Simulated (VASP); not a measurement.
# K2S (Fm-3m) in VASP: notebook, part 2 of 2

VASP 6.6.1. Earlier steps stand in the parts before.

**4. Single point, r2SCAN**

POSCAR reads:

```
K2S
1.0
    0.0000000000      3.7027568578      3.7027568578
    3.7027568578      0.0000000000      3.7027568578
    3.7027568578      3.7027568578      0.0000000000
S K
1 2
Direct
    0.0000000000      0.0000000000      0.0000000000
    0.2500000000      0.2500000000      0.2500000000
    0.7500000000      0.7500000000      0.7500000000
```

INCAR.step1 reads:

```
SYSTEM = K2S
PREC = Accurate
ENCUT = 550
ISMEAR = 0
SIGMA = 0.01
LREAL = .FALSE.
LASPH = .TRUE.
NELM = 120
NBANDS = 19
GGA = PE
ALGO = Normal
EDIFF = 1E-5
LWAVE = .TRUE.
LCHARG = .FALSE.
GGA_COMPAT = .FALSE.
```

INCAR.step2 reads:

```
SYSTEM = K2S
PREC = Accurate
ENCUT = 550
EDIFF = 1E-6
ISMEAR = 0
SIGMA = 0.01
LREAL = .FALSE.
LASPH = .TRUE.
NELM = 120
ALGO = Normal
ISIF = 2
LWAVE = .FALSE.
LCHARG = .FALSE.
METAGGA = R2SCAN
LMIXTAU = .TRUE.
NBANDS = 19
ISTART = 1
GGA_COMPAT = .FALSE.
```

KPOINTS reads:

```
regular mesh
0
G
  4 4 4
  0 0 0
```

Potentials or basis: VASP PAW PBE potentials, release 64 (S, K_sv).

Command:

```console
> cat potpaw_PBE.64/S/POTCAR potpaw_PBE.64/K_sv/POTCAR > POTCAR
> cp INCAR.step1 INCAR
> mpirun -np 1 vasp_std > vasp.out
> cp INCAR.step2 INCAR
> mpirun -np 1 vasp_std > vasp.out
```

OUTCAR:

```text
SYSTEM = K2S
   PREC = Accurate
   ENCUT = 550
   EDIFF = 1E-6
   ISMEAR = 0
   LREAL = .FALSE.
   LASPH = .TRUE.
   NELM = 120
   ISIF = 2
   METAGGA = R2SCAN
   ISTART = 1

 ion  position               nearest neighbor table
   1  0.000  0.000  0.000-   3 3.21   3 3.21   3 3.21   2 3.21   2 3.21   2 3.21   3 3.21   2 3.21

   2  0.250  0.250  0.250-   1 3.21   1 3.21   1 3.21   1 3.21   3 3.70   3 3.70   3 3.70   3 3.70
                             3 3.70   3 3.70
   3  0.750  0.750  0.750-   1 3.21   1 3.21   1 3.21   1 3.21   2 3.70   2 3.70   2 3.70   2 3.70
                             2 3.70   2 3.70

  LATTYP: Found a face centered cubic cell.
 ALAT       =     7.4055137156

  Lattice vectors:

 A1 = (   0.0000000000,   3.7027568578,   3.7027568578)
 A2 = (   3.7027568578,   0.0000000000,   3.7027568578)
 A3 = (   3.7027568578,   3.7027568578,   0.0000000000)

Analysis of symmetry for initial positions (statically):
=====================================================================
 Subroutine PRICEL returns:
 Original cell was already a primitive cell.

 Routine SETGRP: Setting up the symmetry group for a
 face centered cubic supercell.

 Subroutine GETGRP returns: Found 48 space group operations
 (whereof 48 operations were pure point group operations)
 out of a pool of 48 trial point group operations.

The static configuration has the point symmetry O_h .

Analysis of symmetry for dynamics (positions and initial velocities):
=====================================================================
 Subroutine PRICEL returns:
 Original cell was already a primitive cell.

 Routine SETGRP: Setting up the symmetry group for a
 face centered cubic supercell.

 Subroutine GETGRP returns: Found 48 space group operations
 (whereof 48 operations were pure point group operations)
 out of a pool of 48 trial point group operations.

The dynamic configuration has the point symmetry O_h .

 Subroutine INISYM returns: Found 48 space group operations
 (whereof 48 operations are pure point group operations),
 and found     1 'primitive' translations

----------------------------------------------------------------------------------------

                                     Primitive cell

  volume of cell :     101.5326

  direct lattice vectors                    reciprocal lattice vectors
     0.000000000  3.702756858  3.702756858    -0.135034521  0.135034521  0.135034521
     3.702756858  0.000000000  3.702756858     0.135034521 -0.135034521  0.135034521
     3.702756858  3.702756858  0.000000000     0.135034521  0.135034521 -0.135034521

  length of vectors
     5.236488966  5.236488966  5.236488966     0.233886652  0.233886652  0.233886652

  position of ions in fractional coordinates (direct lattice)
     0.000000000  0.000000000  0.000000000
     0.250000000  0.250000000  0.250000000
     0.750000000  0.750000000  0.750000000

  ion indices of the primitive-cell ions
   primitive index   ion index
                 1           1
                 2           2
                 3           3

----------------------------------------------------------------------------------------

 KPOINTS: regular mesh

Automatic generation of k-mesh.
 Grid dimensions read from file:
 generate k-points for:    4    4    4

 Generating k-lattice:

  Cartesian coordinates                     Fractional coordinates (reciprocal lattice)
    -0.033758630  0.033758630  0.033758630     0.250000000  0.000000000  0.000000000
     0.033758630 -0.033758630  0.033758630     0.000000000  0.250000000  0.000000000
     0.033758630  0.033758630 -0.033758630     0.000000000  0.000000000  0.250000000

  Length of vectors
     0.058471663  0.058471663  0.058471663

  Shift w.r.t. Gamma in fractional coordinates (k-lattice)
     0.000000000  0.000000000  0.000000000

 Subroutine IBZKPT returns following result:
 ===========================================

 Found      8 irreducible k-points:

 Following reciprocal coordinates:
            Coordinates               Weight
  0.000000  0.000000  0.000000      1.000000
  0.250000  0.000000  0.000000      8.000000
  0.500000  0.000000  0.000000      4.000000
  0.250000  0.250000  0.000000      6.000000
  0.500000  0.250000  0.000000     24.000000
 -0.250000  0.250000  0.000000     12.000000
  0.500000  0.500000  0.000000      3.000000
 -0.250000  0.500000  0.250000      6.000000
   k-points           NKPTS =      8   k-points in BZ     NKDIM =      8   number of bands    NBANDS=     19
   number of dos      NEDOS =    301   number of ions     NIONS =      3
   total plane-waves  NPLWV =  64000
   dimension x,y,z NGX =    40 NGY =   40 NGZ =   40
   dimension x,y,z NGXF=    80 NGYF=   80 NGZF=   80
   ions per type =               1   2
   NGX,Y,Z   is equivalent  to a cutoff of  12.70, 12.70, 12.70 a.u.
   NGXF,Y,Z  is equivalent  to a cutoff of  25.40, 25.40, 25.40 a.u.
 SYSTEM =  K2S
   PREC   = accura    normal or accurate (medium, high low for compatibility)
   ISTART =      1    job   : 0-new  1-cont  2-samecut
   ICHARG =      0    charge: 1-file 2-atom 10-const
   ISPIN  =      1    spin polarized calculation?
   LNONCOLLINEAR =      F non collinear calculations
   LSORBIT =      F    spin-orbit coupling
   LASPH  =      T    aspherical Exc in radial PAW
   ENCUT  =  550.0 eV  40.42 Ry    6.36 a.u.  10.01 10.01 10.01*2*pi/ulx,y,z
   NELM   =    120;   NELMIN=  2; NELMDL=  0     # of ELM steps
   EDIFF  = 0.1E-05   stopping-criterion for ELM
   LREAL  =      F    real-space projection
[... 7 lines left out ...]
   TEBEG  =    0.0;   TEEND  =   0.0 temperature during run
   PSTRESS=    0.0 pullay stress
   NELECT =      24.0000    total number of electrons
   NUPDOWN=      -1.0000    fix difference up-down
   EMIN   =  10.00;   EMAX   =-10.00  energy-range for DOS
   EFERMI =   0.00;   METHOD = LEGACY
   ISMEAR =     0;   SIGMA  =   0.01  broadening in eV -4-tet -1-fermi 0-gaus
   EFERMI_NEDOS =   21; number of points for ismear=-14 and -15
   IALGO  =     38    algorithm
   IMIX   =      4    mixing-type and parameters
     AMIX     =   0.40;   BMIX     =  1.00
     AMIX_MAG =   1.60;   BMIX_MAG =  1.00
  volume/ion in A,a.u.               =      33.84       228.39
  Fermi-wavevector in a.u.,A,eV,Ry     =   1.012224  1.912826 13.940500  1.024598
  Thomas-Fermi vector in A             =   2.145321
   LORBIT       =      0    0 simple, 1 ext, 2 COOP (PROOUT), +10 PAW based schemes
   METAGGA = R2SCAN    functional components
   LHFCALC =     F    Hartree Fock is set to
   AEXX    =    0.0000 exact exchange contribution
   IVDW    =     0    specifies the selected vdW correction
   LEPSILON=     F    determine dielectric tensor
   LRPA    =     F    only Hartree local field effects (RPA)
 non-spin polarized calculation
 Gauss-broadening in eV      SIGMA  =   0.01
  energy-cutoff  :      550.00
  volume of cell :      101.53
 maximum number of plane-waves:      2996
   NGX = 21   NGY = 21   NGZ = 21

 number of electron      23.9999996 magnetization

 Free energy of the ion-electron system (eV)
  ---------------------------------------------------
  ext. energy  EPLUGINS =         0.00000000
  ---------------------------------------------------
  free energy    TOTEN  =       -23.81344718 eV

  energy without entropy =      -23.81344718  energy(sigma->0) =      -23.81344718

 E-fermi :  -0.5295     XC(G=0):  -7.7098

 val. band max:       -0.6090068963   @ k =   0.5000   0.5000   0.0000
 cond. band min:       2.1491131624   @ k =   0.0000   0.0000   0.0000
 fundamental gap:      2.7581200588
 Fermi energy:        -0.5294616126

 k-point     1 :       0.0000    0.0000    0.0000
  band No.  band energies     occupation
      1     -31.0670      2.00000
      2     -30.9872      2.00000
      3     -13.8860      2.00000
      4     -13.8860      2.00000
      5     -13.8860      2.00000
      6     -13.6550      2.00000
[... 11 lines left out ...]
     18       7.3898      0.00000
     19       8.4766      0.00000
[... 133 lines left out ...]
 k-point     8 :      -0.2500    0.5000    0.2500
  band No.  band energies     occupation
      1     -31.0257      2.00000
      2     -31.0257      2.00000
      3     -14.0706      2.00000
      4     -13.9734      2.00000
      5     -13.7863      2.00000
      6     -13.7863      2.00000
[... 11 lines left out ...]
     18       7.2684      0.00000
     19       7.9312      0.00000

------------------------ aborting loop because EDIFF is reached ----------------------------------------

  FORCE on cell =-STRESS in cart. coord.  units (eV):
  Direction    XX          YY          ZZ          XY          YZ          ZX
  --------------------------------------------------------------------------------------
  -------------------------------------------------------------------------------------
  Total        0.0189439      0.0189439      0.0189439      0.0000000      0.0000000     -0.0000000
  in kB        0.2989337      0.2989337      0.2989337      0.0000000      0.0000000     -0.0000000
  external PRESSURE =       0.2989337 kB  Pullay stress =       0.0000000 kB

 VOLUME and BASIS-vectors are now :
 -----------------------------------------------------------------------------
  energy-cutoff  :      550.00
  volume of cell :      101.53
      direct lattice vectors                 reciprocal lattice vectors
     0.000000000  3.702756858  3.702756858    -0.135034521  0.135034521  0.135034521
     3.702756858  0.000000000  3.702756858     0.135034521 -0.135034521  0.135034521
     3.702756858  3.702756858  0.000000000     0.135034521  0.135034521 -0.135034521

 POSITION                                       TOTAL-FORCE (eV/Angst)
 -----------------------------------------------------------------------------------
      0.00000      0.00000      0.00000        -0.000000     -0.000000     -0.000000
      1.85138      1.85138      1.85138        -0.000000     -0.000000     -0.000000
      5.55414      5.55414      5.55414         0.000000      0.000000      0.000000
 -----------------------------------------------------------------------------------
    total drift:                               -0.000000     -0.000000      0.000000

  FREE ENERGIE OF THE ION-ELECTRON SYSTEM (eV)
  ---------------------------------------------------
  free  energy   TOTEN  =       -23.8134471763 eV

  energy  without entropy=      -23.8134471763  energy(sigma->0) =      -23.81344718
```

Wall time 64 s (1 thread of Intel Xeon Platinum 8375C at 2.90GHz (Ice Lake), shared host); peak memory 0.26 GiB.

What came out:

```
Free energy            : -23.8134 eV
Pressure               : 0.0 GPa
Band gap on the k mesh : 2.76 eV (least direct gap 2.95 eV)
```

Caveat: the PAW data sets were made with another functional, which shifts forces and pressure a little. A k mesh can miss the band edges.
